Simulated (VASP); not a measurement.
# Ti (R-3m) in VASP: single point with PBE

Aim: the single point of Ti with PBE.

Program: VASP 6.6.1. These are calculated values, not measurements. Logs are shortened: lines on timing, memory, paths and dates and some standing lists are left out, and cuts for length are marked.

### 1 The cell of the first run

Symmetry: R-3m, No. 166, trigonal system. The conventional cell has a = 3.947 Å, b = 3.947 Å, c = 9.669 Å, α = 90.00°, β = 90.00°, γ = 120.00°. Ti (site symmetry 3m) has 4 Ti at 2.13 to 2.53 Å within 2.8 Å.

### 2 Single point, PBE

INCAR reads:

```
SYSTEM = Ti
PREC = Accurate
ENCUT = 500
EDIFF = 1E-6
ISMEAR = -1
SIGMA = 0.05
LREAL = .False.
LASPH = .True.
NELM = 120
ALGO = Normal
ISIF = 2
LWAVE = .False.
LCHARG = .False.
GGA = PE
NBANDS = 19
GGA_COMPAT = .False.
```

KPOINTS reads:

```
Automatic mesh
0
Gamma
  9 9 9
  0 0 0
```

POSCAR reads:

```
Ti
1.0
    0.0000000000      2.7912246522      2.7912246522
    2.7912246522      0.0000000000      2.7912246522
    2.7912246522      2.7912246522      0.0000000000
Ti
2
Direct
   -0.1700000000     -0.1100000000     -0.1100000000
    0.1700000000      0.1100000000      0.1100000000
```

Potentials or basis: VASP PAW PBE potentials, release 64 (Ti_sv).

Launch:

```
cat potpaw_PBE.64/Ti_sv/POTCAR > POTCAR
mpirun -np 1 vasp_std > vasp.out
```

OUTCAR:

```text
SYSTEM = Ti
   PREC = Accurate
   ENCUT = 500
   EDIFF = 1E-6
   ISMEAR = -1
   LREAL = .False.
   LASPH = .True.
   NELM = 120
   ISIF = 2
   GGA = PE

 ion  position               nearest neighbor table
   1  0.830  0.890  0.890-   2 2.13   2 2.53   2 2.53   2 2.53
   2  0.170  0.110  0.110-   1 2.13   1 2.53   1 2.53   1 2.53

  LATTYP: Found a face centered cubic cell.
 ALAT       =     5.5824493044

  Lattice vectors:

 A1 = (   0.0000000000,   2.7912246522,   2.7912246522)
 A2 = (   2.7912246522,   0.0000000000,   2.7912246522)
 A3 = (   2.7912246522,   2.7912246522,   0.0000000000)

Analysis of symmetry for initial positions (statically):
=====================================================================
 Subroutine PRICEL returns:
 Original cell was already a primitive cell.

 Routine SETGRP: Setting up the symmetry group for a
 face centered cubic supercell.

 Subroutine GETGRP returns: Found 12 space group operations
 (whereof  4 operations were pure point group operations)
 out of a pool of 48 trial point group operations.

The static configuration has the point symmetry C_2h.
 The point group associated with its full space group is D_3d.

Analysis of symmetry for dynamics (positions and initial velocities):
=====================================================================
 Subroutine PRICEL returns:
 Original cell was already a primitive cell.

 Routine SETGRP: Setting up the symmetry group for a
 face centered cubic supercell.

 Subroutine GETGRP returns: Found 12 space group operations
 (whereof  4 operations were pure point group operations)
 out of a pool of 48 trial point group operations.

The dynamic configuration has the point symmetry C_2h.
 The point group associated with its full space group is D_3d.

 Subroutine INISYM returns: Found 12 space group operations
 (whereof  4 operations are pure point group operations),
 and found     1 'primitive' translations

----------------------------------------------------------------------------------------

                                     Primitive cell

  volume of cell :      43.4925

  direct lattice vectors                    reciprocal lattice vectors
     0.000000000  2.791224652  2.791224652    -0.179132840  0.179132840  0.179132840
     2.791224652  0.000000000  2.791224652     0.179132840 -0.179132840  0.179132840
     2.791224652  2.791224652  0.000000000     0.179132840  0.179132840 -0.179132840

  length of vectors
     3.947387759  3.947387759  3.947387759     0.310267181  0.310267181  0.310267181

  position of ions in fractional coordinates (direct lattice)
     0.830000000  0.890000000  0.890000000
     0.170000000  0.110000000  0.110000000

  ion indices of the primitive-cell ions
   primitive index   ion index
                 1           1
                 2           2

----------------------------------------------------------------------------------------

 KPOINTS: Automatic mesh

Automatic generation of k-mesh.
 Grid dimensions read from file:
 generate k-points for:    9    9    9

 Generating k-lattice:

  Cartesian coordinates                     Fractional coordinates (reciprocal lattice)
    -0.019903649  0.019903649  0.019903649     0.111111111  0.000000000  0.000000000
     0.019903649 -0.019903649  0.019903649     0.000000000  0.111111111  0.000000000
     0.019903649  0.019903649 -0.019903649     0.000000000  0.000000000  0.111111111

  Length of vectors
     0.034474131  0.034474131  0.034474131

  Shift w.r.t. Gamma in fractional coordinates (k-lattice)
     0.000000000  0.000000000  0.000000000

 Subroutine IBZKPT returns following result:
 ===========================================

 Found     85 irreducible k-points:

 Following reciprocal coordinates:
            Coordinates               Weight
  0.000000  0.000000  0.000000      1.000000
  0.111111  0.000000  0.000000      2.000000
  0.000000  0.111111  0.000000      6.000000
  0.222222  0.000000  0.000000      2.000000
  0.000000  0.222222  0.000000      6.000000
  0.333333  0.000000  0.000000      2.000000
[... 16 lines left out ...]
 -0.333333  0.111111  0.000000      6.000000
  0.000000 -0.333333  0.111111     12.000000
 [... further k-points ...]
   k-points           NKPTS =     85   k-points in BZ     NKDIM =     85   number of bands    NBANDS=     19
   number of dos      NEDOS =    301   number of ions     NIONS =      2
   total plane-waves  NPLWV =  27000
   dimension x,y,z NGX =    30 NGY =   30 NGZ =   30
   dimension x,y,z NGXF=    60 NGYF=   60 NGZF=   60
   ions per type =               2
   NGX,Y,Z   is equivalent  to a cutoff of  12.63, 12.63, 12.63 a.u.
   NGXF,Y,Z  is equivalent  to a cutoff of  25.27, 25.27, 25.27 a.u.
 SYSTEM =  Ti
   PREC   = accura    normal or accurate (medium, high low for compatibility)
   ISTART =      0    job   : 0-new  1-cont  2-samecut
   ICHARG =      2    charge: 1-file 2-atom 10-const
   ISPIN  =      1    spin polarized calculation?
   LNONCOLLINEAR =      F non collinear calculations
   LSORBIT =      F    spin-orbit coupling
   LASPH  =      T    aspherical Exc in radial PAW
   ENCUT  =  500.0 eV  36.75 Ry    6.06 a.u.   7.20  7.20  7.20*2*pi/ulx,y,z
   NELM   =    120;   NELMIN=  2; NELMDL= -5     # of ELM steps
   EDIFF  = 0.1E-05   stopping-criterion for ELM
   LREAL  =      F    real-space projection
   EDIFFG = 0.1E-04   stopping-criterion for IOM
   NSW    =      0    number of steps for IOM
   IBRION =     -1    ionic relax: 0-MD 1-quasi-New 2-CG
   NFREE  =      0    steps in history (QN), initial steepest desc. (CG)
   ISIF   =      2    stress and relaxation
   ISYM   =      2    0-nonsym 1-usesym 2-fastsym
   POTIM  = 0.5000    time-step for ionic-motion
   TEBEG  =    0.0;   TEEND  =   0.0 temperature during run
   PSTRESS=    0.0 pullay stress
   NELECT =      24.0000    total number of electrons
   NUPDOWN=      -1.0000    fix difference up-down
   EMIN   =  10.00;   EMAX   =-10.00  energy-range for DOS
   EFERMI =   0.00;   METHOD = LEGACY
   ISMEAR =    -1;   SIGMA  =   0.05  broadening in eV -4-tet -1-fermi 0-gaus
   EFERMI_NEDOS =   21; number of points for ismear=-14 and -15
   IALGO  =     38    algorithm
   IMIX   =      4    mixing-type and parameters
     AMIX     =   0.40;   BMIX     =  1.00
     AMIX_MAG =   1.60;   BMIX_MAG =  1.00
  volume/ion in A,a.u.               =      21.75       146.75
  Fermi-wavevector in a.u.,A,eV,Ry     =   1.342787  2.537499 24.532350  1.803077
  Thomas-Fermi vector in A             =   2.470913
   LORBIT       =      0    0 simple, 1 ext, 2 COOP (PROOUT), +10 PAW based schemes
   GGA     = PE    functional components
   LHFCALC =     F    Hartree Fock is set to
   AEXX    =    0.0000 exact exchange contribution
   IVDW    =     0    specifies the selected vdW correction
   LEPSILON=     F    determine dielectric tensor
   LRPA    =     F    only Hartree local field effects (RPA)
 non-spin polarized calculation
  energy-cutoff  :      500.00
  volume of cell :       43.49
 maximum number of plane-waves:      1125
 NGX is ok and might be reduce to    30
   NGX = 15   NGY = 15   NGZ = 15

 number of electron      23.9999998 magnetization

 Free energy of the ion-electron system (eV)
  ---------------------------------------------------
  ext. energy  EPLUGINS =         0.00000000
  ---------------------------------------------------
  free energy    TOTEN  =       -11.26084844 eV

  energy without entropy =      -11.23129124  energy(sigma->0) =      -11.24606984

 E-fermi :   5.7184     XC(G=0): -10.1528

 val. band max:        5.7108773634   @ k =  -0.2222   0.3333   0.1111
 cond. band min:       5.7206198684   @ k =   0.1111   0.1111   0.0000
 fundamental gap:      0.0097425050
 Fermi energy:         5.7184345305

 k-point     1 :       0.0000    0.0000    0.0000
  band No.  band energies     occupation
      1     -51.0208      2.00000
      2     -50.2669      2.00000
      3     -28.0544      2.00000
      4     -27.1412      2.00000
      5     -27.1412      2.00000
      6     -26.8600      2.00000
[... 11 lines left out ...]
     18       9.7775      0.00000
     19       9.7775      0.00000

 k-point     2 :       0.1111    0.0000    0.0000
  band No.  band energies     occupation
      1     -51.0006      2.00000
      2     -50.2892      2.00000
      3     -28.0359      2.00000
      4     -27.2000      2.00000
      5     -27.2000      2.00000
      6     -26.7995      2.00000
[... 11 lines left out ...]
     18       9.8977      0.00000
     19       9.8977      0.00000

 k-point     3 :       0.0000    0.1111    0.0000
  band No.  band energies     occupation
      1     -51.0115      2.00000
      2     -50.2770      2.00000
      3     -28.0539      2.00000
      4     -27.1780      2.00000
      5     -27.1515      2.00000
      6     -26.8504      2.00000
[... 11 lines left out ...]
     18       9.7367      0.00000
     19       9.7731      0.00000

 k-point     4 :       0.2222    0.0000    0.0000
  band No.  band energies     occupation
      1     -50.9428      2.00000
      2     -50.3520      2.00000
      3     -27.9878      2.00000
      4     -27.3003      2.00000
      5     -27.3003      2.00000
      6     -26.6949      2.00000
[... 11 lines left out ...]
     18      10.1221      0.00000
     19      10.1221      0.00000

 k-point     5 :       0.0000    0.2222    0.0000
  band No.  band energies     occupation
      1     -50.9865      2.00000
      2     -50.3035      2.00000
      3     -28.0517      2.00000
      4     -27.2538      2.00000
      5     -27.1749      2.00000
      6     -26.8289      2.00000
[... 11 lines left out ...]
     18       9.6107      0.00000
     19       9.7050      0.00000
[... 334 lines left out ...]
      2     -50.3709      2.00000
      3     -28.0444      2.00000
      4     -27.3905      2.00000
      5     -27.1929      2.00000
      6     -26.8156      2.00000
[... 11 lines left out ...]
     18       9.0856      0.00000
     19       9.3937      0.00000

 k-point    22 :       0.1111    0.0000   -0.4444
  band No.  band energies     occupation
      1     -50.9153      2.00000
      2     -50.3789      2.00000
      3     -28.0394      2.00000
      4     -27.3558      2.00000
      5     -27.2606      2.00000
      6     -26.7450      2.00000
[... 11 lines left out ...]
     18       9.2734      0.00000
     19       9.3407      0.00000

 k-point    23 :      -0.3333    0.1111    0.0000
  band No.  band energies     occupation
      1     -50.8266      2.00000
      2     -50.4751      2.00000
      3     -27.9304      2.00000
      4     -27.4036      2.00000
      5     -27.3842      2.00000
      6     -26.6071      2.00000
[... 11 lines left out ...]
     18      10.1532      0.00000
     19      10.3163      0.00000

 k-point    24 :       0.0000   -0.3333    0.1111
  band No.  band energies     occupation
      1     -50.9424      2.00000
      2     -50.3500      2.00000
      3     -28.0536      2.00000
      4     -27.3444      2.00000
      5     -27.1908      2.00000
      6     -26.8175      2.00000
[... 11 lines left out ...]
     18       8.9485      0.00000
     19       9.5805      0.00000

 [... further k-points ...]
[... 5 lines left out ...]
  --------------------------------------------------------------------------------------
  -------------------------------------------------------------------------------------
  Total        0.5610010      0.5610010      0.5610010     -1.5410108      1.5410108     -1.5410108
  in kB       20.6661629     20.6661629     20.6661629    -56.7677791     56.7677791    -56.7677791
  external PRESSURE =      20.6661629 kB  Pullay stress =       0.0000000 kB

 VOLUME and BASIS-vectors are now :
 -----------------------------------------------------------------------------
  energy-cutoff  :      500.00
  volume of cell :       43.49
      direct lattice vectors                 reciprocal lattice vectors
     0.000000000  2.791224652  2.791224652    -0.179132840  0.179132840  0.179132840
     2.791224652  0.000000000  2.791224652     0.179132840 -0.179132840  0.179132840
     2.791224652  2.791224652  0.000000000     0.179132840  0.179132840 -0.179132840

 POSITION                                       TOTAL-FORCE (eV/Angst)
 -----------------------------------------------------------------------------------
      4.96838      4.80091      4.80091         0.887570     -0.887570     -0.887570
      0.61407      0.78154      0.78154        -0.887570      0.887570      0.887570
 -----------------------------------------------------------------------------------
    total drift:                                0.000000      0.000000      0.000000

  FREE ENERGIE OF THE ION-ELECTRON SYSTEM (eV)
  ---------------------------------------------------
  free  energy   TOTEN  =       -11.2608484418 eV

  energy  without entropy=      -11.2312912382  energy(sigma->0) =      -11.24606984
```

It took 2.1 min on 1 thread of Intel Xeon 8259CL, shared host; peak memory 0.2 GiB.

Results:

```yaml
Free_energy: -11.2608 eV
Pressure: 2.1 GPa
Largest_force: 1.537 eV/Å
Band_gap_on_the_k_mesh: zero (bands 12 and 13 overlap by 0.66 eV)
```

Forces on the atoms (eV/Å):
```
Ti   0.888 -0.888 -0.888
Ti  -0.888  0.888  0.888
```

Levels at points of the mesh, in eV from the Fermi level:
| k point | band 9 | band 10 | band 11 | band 12 | band 13 | band 14 | band 15 | band 16 |
| --- | --- | --- | --- | --- | --- | --- | --- | --- |
| (0.00, 0.00, 0.00) | -4.80 | -0.62 | -0.62 | -0.21 | -0.21 | 0.48 | 1.72 | 1.95 |

Caveat: forces of over 1 eV/Å act on the atoms, so gaps and moduli don't describe the material at rest.
